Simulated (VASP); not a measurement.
# CrO2 (R-3m) in VASP: a series of runs

Runs on CrO2. Level: PBE. Tasks: single point.

All numbers are computed with VASP 6.6.1; they aren't measurements. Logs are shortened: lines on timing, memory, paths and dates and some standing lists are left out, and cuts for length are marked.

## (1) The cell of the first run

It takes space group R-3m (No. 166, trigonal). The conventional cell has a = 2.940 Å, b = 2.940 Å, c = 14.176 Å, α = 90.00°, β = 90.00°, γ = 120.00°. Within 2.6 Å of Cr (site symmetry -3m) lie 6 O at 1.93 Å. O (site symmetry 3m) has 3 Cr at 1.93 Å and 3 O at 2.49 Å within 2.6 Å.

## (2) Single point, PBE, collinear spin, ferromagnetic start

Contents of INCAR:

```
PREC = Accurate
ENCUT = 520
EDIFF = 1E-6
ISMEAR = -1
SIGMA = 0.05
LREAL = False
LASPH = True
NELM = 150
ALGO = Normal
ISIF = 2
LWAVE = False
LCHARG = True
ISPIN = 2
MAGMOM = 3 0 0
LORBIT = 11
LMAXMIX = 4
GGA = PE
LELF = True
LVHAR = True
NBANDS = 23
```

Contents of KPOINTS:

```
Automatic mesh
0
Gamma
  10 10 10
```

Contents of POSCAR:

```
CrO2
1.0
    1.4698308257      0.8486072229      4.7252167593
   -1.4698308257      0.8486072229      4.7252167593
    0.0000000000     -1.6972144458      4.7252167593
Cr O
1 2
Direct
    0.5000000000      0.5000000000      0.5000000000
    0.2309180000      0.2309180000      0.2309180000
    0.7690820000      0.7690820000      0.7690820000
```

Potentials or basis: VASP PAW PBE potentials, release 64 (Cr_pv, O).

Command:

```bash
$ cat potpaw_PBE.64/Cr_pv/POTCAR potpaw_PBE.64/O/POTCAR > POTCAR
$ mpirun -np 1 vasp_std > vasp.out
```

OUTCAR:

```text
PREC = Accurate
   ENCUT = 520
   EDIFF = 1E-6
   ISMEAR = -1
   LREAL = False
   LASPH = True
   NELM = 150
   ISIF = 2
   ISPIN = 2
   LORBIT = 11
   GGA = PE

 ion  position               nearest neighbor table
   1  0.500  0.500  0.500-   2 1.93   2 1.93   3 1.93   3 1.93   2 1.93   3 1.93
   2  0.231  0.231  0.231-   1 1.93   1 1.93   1 1.93
   3  0.769  0.769  0.769-   1 1.93   1 1.93   1 1.93

  LATTYP: Found a trigonal (rhomboedric) cell.
 ALAT       =     5.0207778578
 COS(alpha) =     0.8285953163

  Lattice vectors:

 A1 = (   1.4698308257,   0.8486072229,   4.7252167593)
 A2 = (  -1.4698308257,   0.8486072229,   4.7252167593)
 A3 = (   0.0000000000,  -1.6972144458,   4.7252167593)

Analysis of symmetry for initial positions (statically):
=====================================================================
 Subroutine PRICEL returns:
 Original cell was already a primitive cell.

 Routine SETGRP: Setting up the symmetry group for a
 trigonal (rhombohedral) supercell.

 Subroutine GETGRP returns: Found 12 space group operations
 (whereof 12 operations were pure point group operations)
 out of a pool of 12 trial point group operations.

The static configuration has the point symmetry D_3d.

Analysis of symmetry for dynamics (positions and initial velocities):
=====================================================================
 Subroutine PRICEL returns:
 Original cell was already a primitive cell.

 Routine SETGRP: Setting up the symmetry group for a
 trigonal (rhombohedral) supercell.

 Subroutine GETGRP returns: Found 12 space group operations
 (whereof 12 operations were pure point group operations)
 out of a pool of 12 trial point group operations.

The dynamic configuration has the point symmetry D_3d.

Analysis of structural, dynamic, and magnetic symmetry:
=====================================================================
 Subroutine PRICEL returns:
 Original cell was already a primitive cell.

 Routine SETGRP: Setting up the symmetry group for a
 trigonal (rhombohedral) supercell.

 Subroutine GETGRP returns: Found 12 space group operations
 (whereof 12 operations were pure point group operations)
 out of a pool of 12 trial point group operations.

The overall configuration has the point symmetry D_3d.

 Subroutine INISYM returns: Found 12 space group operations
 (whereof 12 operations are pure point group operations),
 and found     1 'primitive' translations

----------------------------------------------------------------------------------------

                                     Primitive cell

  volume of cell :      35.3628

  direct lattice vectors                    reciprocal lattice vectors
     1.469830826  0.848607223  4.725216759     0.340175203  0.196400245  0.070543501
    -1.469830826  0.848607223  4.725216759    -0.340175203  0.196400245  0.070543501
     0.000000000 -1.697214446  4.725216759     0.000000000 -0.392800490  0.070543501

  length of vectors
     5.020777858  5.020777858  5.020777858     0.399084716  0.399084716  0.399084716

  position of ions in fractional coordinates (direct lattice)
     0.500000000  0.500000000  0.500000000
     0.230918000  0.230918000  0.230918000
     0.769082000  0.769082000  0.769082000

  ion indices of the primitive-cell ions
   primitive index   ion index
                 1           1
                 2           2
                 3           3

----------------------------------------------------------------------------------------

 KPOINTS: Automatic mesh

Automatic generation of k-mesh.
 Grid dimensions read from file:
 generate k-points for:   10   10   10

 Generating k-lattice:

  Cartesian coordinates                     Fractional coordinates (reciprocal lattice)
     0.034017520  0.019640025  0.007054350     0.100000000  0.000000000 -0.000000000
    -0.034017520  0.019640025  0.007054350     0.000000000  0.100000000 -0.000000000
     0.000000000 -0.039280049  0.007054350    -0.000000000 -0.000000000  0.100000000

  Length of vectors
     0.039908472  0.039908472  0.039908472

  Shift w.r.t. Gamma in fractional coordinates (k-lattice)
     0.000000000  0.000000000  0.000000000

 Subroutine IBZKPT returns following result:
 ===========================================

 Found    116 irreducible k-points:

 Following reciprocal coordinates:
            Coordinates               Weight
  0.000000  0.000000  0.000000      1.000000
  0.100000 -0.000000  0.000000      6.000000
  0.200000 -0.000000  0.000000      6.000000
  0.300000  0.000000  0.000000      6.000000
  0.400000 -0.000000  0.000000      6.000000
  0.500000 -0.000000  0.000000      3.000000
[... 16 lines left out ...]
  0.300000  0.300000  0.000000      6.000000
  0.400000  0.300000 -0.000000     12.000000
 [... further k-points ...]
   k-points           NKPTS =    116   k-points in BZ     NKDIM =    116   number of bands    NBANDS=     23
   number of dos      NEDOS =    301   number of ions     NIONS =      3
   total plane-waves  NPLWV =  64000
   dimension x,y,z NGX =    40 NGY =   40 NGZ =   40
   dimension x,y,z NGXF=    80 NGYF=   80 NGZF=   80
   ions per type =               1   2
   NGX,Y,Z   is equivalent  to a cutoff of  13.24, 13.24, 13.24 a.u.
   NGXF,Y,Z  is equivalent  to a cutoff of  26.49, 26.49, 26.49 a.u.
 SYSTEM =  unknown system
   PREC   = accura    normal or accurate (medium, high low for compatibility)
   ISTART =      0    job   : 0-new  1-cont  2-samecut
   ICHARG =      2    charge: 1-file 2-atom 10-const
   ISPIN  =      2    spin polarized calculation?
   LNONCOLLINEAR =      F non collinear calculations
   LSORBIT =      F    spin-orbit coupling
   LASPH  =      T    aspherical Exc in radial PAW
   ENCUT  =  520.0 eV  38.22 Ry    6.18 a.u.   9.34  9.34  9.34*2*pi/ulx,y,z
   NELM   =    150;   NELMIN=  2; NELMDL= -5     # of ELM steps
   EDIFF  = 0.1E-05   stopping-criterion for ELM
   LREAL  =      F    real-space projection
   EDIFFG = 0.1E-04   stopping-criterion for IOM
   NSW    =      0    number of steps for IOM
   IBRION =     -1    ionic relax: 0-MD 1-quasi-New 2-CG
   NFREE  =      0    steps in history (QN), initial steepest desc. (CG)
   ISIF   =      2    stress and relaxation
   ISYM   =      2    0-nonsym 1-usesym 2-fastsym
   POTIM  = 0.5000    time-step for ionic-motion
   TEBEG  =    0.0;   TEEND  =   0.0 temperature during run
   PSTRESS=    0.0 pullay stress
   NELECT =      24.0000    total number of electrons
   NUPDOWN=      -1.0000    fix difference up-down
   EMIN   =  10.00;   EMAX   =-10.00  energy-range for DOS
   EFERMI =   0.00;   METHOD = LEGACY
   ISMEAR =    -1;   SIGMA  =   0.05  broadening in eV -4-tet -1-fermi 0-gaus
   EFERMI_NEDOS =   21; number of points for ismear=-14 and -15
   IALGO  =     38    algorithm
   IMIX   =      4    mixing-type and parameters
     AMIX     =   0.40;   BMIX     =  1.00
     AMIX_MAG =   1.60;   BMIX_MAG =  1.00
  volume/ion in A,a.u.               =      11.79        79.55
  Fermi-wavevector in a.u.,A,eV,Ry     =   1.438676  2.718703 28.161170  2.069788
  Thomas-Fermi vector in A             =   2.557616
   LORBIT       =     11    0 simple, 1 ext, 2 COOP (PROOUT), +10 PAW based schemes
   GGA     = PE    functional components
   LHFCALC =     F    Hartree Fock is set to
   AEXX    =    0.0000 exact exchange contribution
   IVDW    =     0    specifies the selected vdW correction
   LEPSILON=     F    determine dielectric tensor
   LRPA    =     F    only Hartree local field effects (RPA)
 spin polarized calculation
  energy-cutoff  :      520.00
  volume of cell :       35.36
 maximum number of plane-waves:       977
 NGX is ok and might be reduce to    40
   NGX = 19   NGY = 19   NGZ = 19

 number of electron      23.9999997 magnetization       1.9998830

 Free energy of the ion-electron system (eV)
  ---------------------------------------------------
  ext. energy  EPLUGINS =         0.00000000
  ---------------------------------------------------
  free energy    TOTEN  =       -24.67685104 eV

  energy without entropy =      -24.66262788  energy(sigma->0) =      -24.66973946

 E-fermi :   3.0818     XC(G=0): -10.3170

 val. band max:        3.0790672978   @ k =   0.4000  -0.0000   0.0000
 cond. band min:       3.0850959330   @ k =   0.4000   0.3000   0.1000
 fundamental gap:      0.0060286352
 Fermi energy:         3.0817686622

 spin component 1

 k-point     1 :       0.0000    0.0000    0.0000
  band No.  band energies     occupation
      1     -41.6369      1.00000
      2     -41.5597      1.00000
      3     -41.5597      1.00000
      4     -16.3703      1.00000
      5     -14.0924      1.00000
      6      -2.7514      1.00000
[... 15 lines left out ...]
     22      21.9909      0.00000
     23      23.5349      0.00000

 k-point     2 :       0.1000   -0.0000    0.0000
  band No.  band energies     occupation
      1     -41.6335      1.00000
      2     -41.5803      1.00000
      3     -41.5641      1.00000
      4     -16.2464      1.00000
      5     -14.1471      1.00000
      6      -2.6891      1.00000
[... 15 lines left out ...]
     22      22.3236      0.00000
     23      22.4646      0.00000

 k-point     3 :       0.2000   -0.0000    0.0000
  band No.  band energies     occupation
      1     -41.6347      1.00000
      2     -41.6237      1.00000
      3     -41.5758      1.00000
      4     -15.9105      1.00000
      5     -14.2886      1.00000
      6      -2.7058      1.00000
[... 15 lines left out ...]
     22      20.9755      0.00000
     23      23.1821      0.00000
[... 495 lines left out ...]
 k-point    23 :       0.3000    0.3000    0.0000
  band No.  band energies     occupation
      1     -41.7001      1.00000
      2     -41.6128      1.00000
      3     -41.5901      1.00000
      4     -15.4478      1.00000
      5     -14.4829      1.00000
      6      -2.8146      1.00000
[... 15 lines left out ...]
     22      18.9936      0.00000
     23      24.0899      0.00000

 k-point    24 :       0.4000    0.3000   -0.0000
  band No.  band energies     occupation
      1     -41.7274      1.00000
      2     -41.6094      1.00000
      3     -41.6046      1.00000
      4     -15.1823      1.00000
      5     -14.5767      1.00000
      6      -2.9500      1.00000
[... 15 lines left out ...]
     22      19.1216      0.00000
     23      23.0940      0.00000

 [... further k-points ...]

 spin component 2

 k-point     1 :       0.0000    0.0000    0.0000
  band No.  band energies     occupation
      1     -39.3596      1.00000
      2     -39.3596      1.00000
      3     -39.3190      1.00000
      4     -16.4098      1.00000
      5     -14.1958      1.00000
      6      -2.3432      1.00000
[... 15 lines left out ...]
     22      22.6078      0.00000
     23      23.9821      0.00000

 k-point     2 :       0.1000   -0.0000    0.0000
  band No.  band energies     occupation
      1     -39.3832      1.00000
      2     -39.3645      1.00000
      3     -39.3148      1.00000
      4     -16.2874      1.00000
      5     -14.2485      1.00000
      6      -2.2544      1.00000
[... 15 lines left out ...]
     22      22.9376      0.00000
     23      22.9957      0.00000

 k-point     3 :       0.2000   -0.0000    0.0000
  band No.  band energies     occupation
      1     -39.4449      1.00000
      2     -39.3774      1.00000
      3     -39.3036      1.00000
      4     -15.9566      1.00000
      5     -14.3847      1.00000
      6      -2.2931      1.00000
[... 15 lines left out ...]
     22      21.5265      0.00000
     23      23.7915      0.00000
[... 495 lines left out ...]
 k-point    23 :       0.3000    0.3000    0.0000
  band No.  band energies     occupation
      1     -39.5201      1.00000
      2     -39.3934      1.00000
      3     -39.2898      1.00000
      4     -15.5033      1.00000
      5     -14.5725      1.00000
      6      -2.4051      1.00000
[... 15 lines left out ...]
     22      19.5431      0.00000
     23      24.5987      0.00000

 k-point    24 :       0.4000    0.3000   -0.0000
  band No.  band energies     occupation
      1     -39.5513      1.00000
      2     -39.4131      1.00000
      3     -39.2821      1.00000
      4     -15.2449      1.00000
      5     -14.6628      1.00000
      6      -2.5441      1.00000
[... 15 lines left out ...]
     22      19.6531      0.00000
     23      23.4291      0.00000

 [... further k-points ...]
[... 5 lines left out ...]
  --------------------------------------------------------------------------------------
  -------------------------------------------------------------------------------------
  Total       -0.5827541     -0.5827541      0.5811796      0.0000000      0.0000000      0.0000000
  in kB      -26.4027295    -26.4027295     26.3313972      0.0000000      0.0000000      0.0000000
  external PRESSURE =      -8.8246873 kB  Pullay stress =       0.0000000 kB

 VOLUME and BASIS-vectors are now :
 -----------------------------------------------------------------------------
  energy-cutoff  :      520.00
  volume of cell :       35.36
      direct lattice vectors                 reciprocal lattice vectors
     1.469830826  0.848607223  4.725216759     0.340175203  0.196400245  0.070543501
    -1.469830826  0.848607223  4.725216759    -0.340175203  0.196400245  0.070543501
     0.000000000 -1.697214446  4.725216759     0.000000000 -0.392800490  0.070543501

 POSITION                                       TOTAL-FORCE (eV/Angst)
 -----------------------------------------------------------------------------------
      0.00000      0.00000      7.08783         0.000000     -0.000000      0.000000
      0.00000      0.00000      3.27341         0.000000      0.000000      0.260505
      0.00000      0.00000     10.90224         0.000000      0.000000     -0.260505
 -----------------------------------------------------------------------------------
    total drift:                                0.000000     -0.000000      0.000000

  FREE ENERGIE OF THE ION-ELECTRON SYSTEM (eV)
  ---------------------------------------------------
  free  energy   TOTEN  =       -24.6768510375 eV

  energy  without entropy=      -24.6626278757  energy(sigma->0) =      -24.66973946

 total charge

# of ion       s       p       d       tot
------------------------------------------
    1        0.352   6.432   4.040  10.823
    2        1.579   3.423   0.000   5.002
    3        1.579   3.423   0.000   5.002
--------------------------------------------------
tot          3.510  13.279   4.040  20.828

 magnetization (x)

# of ion       s       p       d       tot
------------------------------------------
    1        0.028   0.021   2.057   2.106
    2       -0.001  -0.075   0.000  -0.076
    3       -0.001  -0.075   0.000  -0.076
--------------------------------------------------
tot          0.027  -0.130   2.057   1.954
```

Run time: 12 min. Hardware: 1 thread of Intel Xeon 8259CL, shared host; peak memory 0.37 GiB.

Results:

```
Free energy                                           : -24.6769 eV
Pressure                                              : -0.9 GPa
Largest force                                         : 0.261 eV/Å
Band gap on the k mesh                                : zero (filled and empty bands overlap)
Net moment                                            : 2.00 μB per cell
Site moments                                          : Cr +2.11; O -0.08 μB
Valence electrons inside the program's atomic spheres : Cr 10.82; O 5.00
```

Forces on the atoms (eV/Å):
```
Cr   0.000  0.000  0.000
O    0.000  0.000  0.261
O    0.000  0.000 -0.261
```

Stress tensor (GPa, compression positive):
```
-2.64  0.00  0.00
 0.00 -2.64  0.00
 0.00  0.00  2.63
```

Caveat: an empty level that is flat over the whole mesh can mark a ghost state of the potentials, or a narrow d or f band; a cell with one magnetic atom can't hold antiferromagnetic order, which such compounds often take; semilocal functionals often make such compounds metallic where correlation or magnetic order opens a gap, which also shifts bond lengths.

[end of part 1 of 2]
